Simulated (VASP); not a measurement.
The system is TeW.

```
W Te
1.0
     0.00000    2.78283    2.78283
     2.78283    0.00000    2.78283
     2.78283    2.78283    0.00000
W Te
1 1
Cartesian
  0.0000 0.0000 0.0000
  2.7828 2.7828 2.7828
```

- Program: VASP 6.6.1
- Task: relaxation of cell and atoms
- Functional: PBEsol
- Potentials or basis: VASP PAW PBE potentials, release 64 (W_sv, Te)
- Cutoff: 600 eV
- k mesh: 14 × 14 × 14
- Occupations: gaussian, width 0.1 eV
- Spin: no spin polarisation

At the start: pressure -2.9 GPa; volume 21.55 Å³/atom.

Question: Where does the relaxation end?

Answer: Over 3 steps the energy falls by 4.3 meV/atom and the volume is 21.08 Å³/atom (-2.2 %); space group Fm-3m (No. 225, to 0.1 Å) before and after.

The path:
```tsv
step	energy change (eV)	largest force (eV/Å)	pressure (GPa)	volume (Å³)
1	0.0000	0.0000	-2.86	43.10
2	0.0129	0.0000	5.02	40.74
3	-0.0086	0.0000	-0.02	42.17
```

Final structure:
```
CELL_PARAMETERS angstrom
0.00000 2.76260 2.76260
2.76260 0.00000 2.76260
2.76260 2.76260 0.00000
ATOMIC_POSITIONS crystal
W 0.00000 0.00000 0.00000
Te 0.50000 0.50000 0.50000
```

Caveat: the PAW data sets were made with another functional, which shifts forces and pressure a little.
